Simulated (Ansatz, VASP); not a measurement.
# TaN: VASP beside Ansatz

File INCAR:

```
SYSTEM = TaN
PREC     = Accurate       ! precision mode
ENCUT    = 700            ! plane-wave cutoff, eV
EDIFF    = 1E-6           ! SCF threshold, eV
ISMEAR   = 0              ! smearing method
SIGMA    = 0.15           ! smearing width, eV
LREAL    = .False.        ! projectors in reciprocal space
LASPH    = .True.         ! aspherical terms in the spheres
NELM     = 120            ! most SCF steps
ALGO     = Normal         ! electronic algorithm
ISIF     = 2              ! what is computed and relaxed
LWAVE    = .False.        ! write WAVECAR
LCHARG   = .True.         ! write CHGCAR
GGA      = PS             ! functional
LELF     = .True.         ! ELF
LVHAR    = .True.       
NBANDS   = 26             ! bands
GGA_COMPAT= .False.
```

KPOINTS

```
regular mesh
0
Gamma
  18 18 8
  0 0 0
```

POSCAR

```
TaN
1.0
    3.2031096542      0.0000000000      0.0000000000
   -1.6015548271      2.7739743316      0.0000000000
    0.0000000000      0.0000000000      6.2088761264
Ta N
2 2
Direct
    0.3333333333      0.6666666667      0.0301041378
    0.6666666667      0.3333333333      0.5301041378
    0.3333333333      0.6666666667      0.3548958622
    0.6666666667      0.3333333333      0.8548958622
```

Input for Ansatz:

```yaml
crystal:
  lattice:
    - [3.2031096542, 0.0, 0.0]
    - [-1.6015548271, 2.7739743316, 0.0]
    - [0.0, 0.0, 6.2088761264]
  atoms:
    - { symbol: Ta, position: [0.3333333333, 0.6666666667, 0.0301041378] }
    - { symbol: Ta, position: [0.6666666667, 0.3333333333, 0.5301041378] }
    - { symbol: "N", position: [0.3333333333, 0.6666666667, 0.3548958622] }
    - { symbol: "N", position: [0.6666666667, 0.3333333333, 0.8548958622] }
basis:
  ecutwfc: 520.0
kpoints:
  mp_grid: { grid: [18, 18, 8] }
hamiltonian:
  xc: pbesol
  pseudopotentials: { kind: paw, azcp: { folder: soft_1 } }
scf:
  occupations: { method: gaussian, width: 0.15 }
output:
  forces: true
  stress: true
  eigenvalues: true
```

Alike in both runs: task single point; functional PBEsol; k mesh 18 × 18 × 8; occupations gaussian, width 0.15 eV; no spin polarisation.

|  | VASP | Ansatz |
| --- | --- | --- |
| version | VASP 6.6.1 | Ansatz 0.2.0 |
| potentials or method | VASP PAW PBE potentials, release 64 (Ta_sv_GW, N), cutoff 700 eV | scalar-relativistic, plane waves, PAW |
| valence electrons in the cell | 36 | 36 |

|  | VASP | Ansatz | Ansatz less VASP |
| --- | --- | --- | --- |
| gap on the k mesh at the Fermi level (eV) | none | none | - |
| pressure (GPa) | -18.0 | -18.0 | +0.03 |
| traceless stress, the component that is largest in VASP (GPa) | -3.98 | -4.11 | -0.127 |
| rms of the force components (eV/Å) | 0.034 | 0.038 | +0.0035 |

VASP's potentials were made for PBE, not for PBEsol, and Ansatz warns of the same on its side. Atom by atom the forces differ by 0.003 eV/Å (rms over components). A gap of «none» marks a metal or a gap that the smearing closes. With one functional, cell and mesh, what is left measures potentials, basis and numerics.

Neither program's run includes spin-orbit coupling.
